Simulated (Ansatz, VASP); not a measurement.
# Two plane-wave programs on Hg

INCAR

```
SYSTEM = Hg
PREC = Accurate
ENCUT = 500
EDIFF = 1E-6
ISMEAR = 0
SIGMA = 0.1
LREAL = .FALSE.
LASPH = .TRUE.
NELM = 120
ALGO = Normal
ISIF = 2
LWAVE = .FALSE.
LCHARG = .FALSE.
GGA = PE
NBANDS = 37
GGA_COMPAT = .FALSE.
```

The input KPOINTS:

```
regular mesh
0
G
  6 6 4
  0 0 0
```

The input POSCAR:

```
Hg
1.0
    4.6150545443      0.0000000000      0.0000000000
   -2.3075272722      3.9967544752      0.0000000000
    0.0000000000      0.0000000000      5.2447971963
Hg
3
Direct
    0.2170000000      0.0000000000      0.1666666667
    0.0000000000      0.2170000000      0.8333333333
    0.7830000000      0.7830000000      0.5000000000
```

Input for Ansatz:

```yaml
crystal:
  lattice:
    - [4.6150545443, 0.0, 0.0]
    - [-2.3075272722, 3.9967544752, 0.0]
    - [0.0, 0.0, 5.2447971963]
  atoms:
    - { symbol: Hg, position: [0.217, 0.0, 0.1666666667] }
    - { symbol: Hg, position: [0.0, 0.217, 0.8333333333] }
    - { symbol: Hg, position: [0.783, 0.783, 0.5] }
basis:
  ecutwfc: 420
kpoints:
  mp_grid: { grid: [6, 6, 4] }
hamiltonian:
  xc: pbe
scf:
  occupations: { method: gaussian, width: 0.1 }
  lower_state_search: "off"
output:
  forces: true
  stress: true
  eigenvalues: true
```

Alike in both runs: task single point; functional PBE; k mesh 6 × 6 × 4; occupations gaussian, width 0.1 eV; no spin polarisation.

|  | VASP | Ansatz |
| --- | --- | --- |
| version | VASP 6.6.1 | Ansatz 0.2.0 |
| potentials or method | VASP PAW PBE potentials, release 64 (Hg_sv_GW), cutoff 500 eV | scalar-relativistic, plane waves, PAW |
| valence electrons in the cell | 60 | 60 |

|  | VASP | Ansatz | Ansatz less VASP |
| --- | --- | --- | --- |
| gap on the k mesh at the Fermi level (eV) | none | none | - |
| pressure (GPa) | 11.3 | 12.2 | +0.89 |
| traceless stress, the component that is largest in VASP (GPa) | 8.61 | 8.55 | -0.056 |
| rms of the force components (eV/Å) | 2.479 | 2.454 | -0.0243 |

Atom by atom the forces differ by 0.024 eV/Å (rms over components). A gap of «none» marks a metal or a gap that the smearing closes. With one functional, cell and mesh, what is left measures potentials, basis and numerics.

Neither program's run includes spin-orbit coupling.
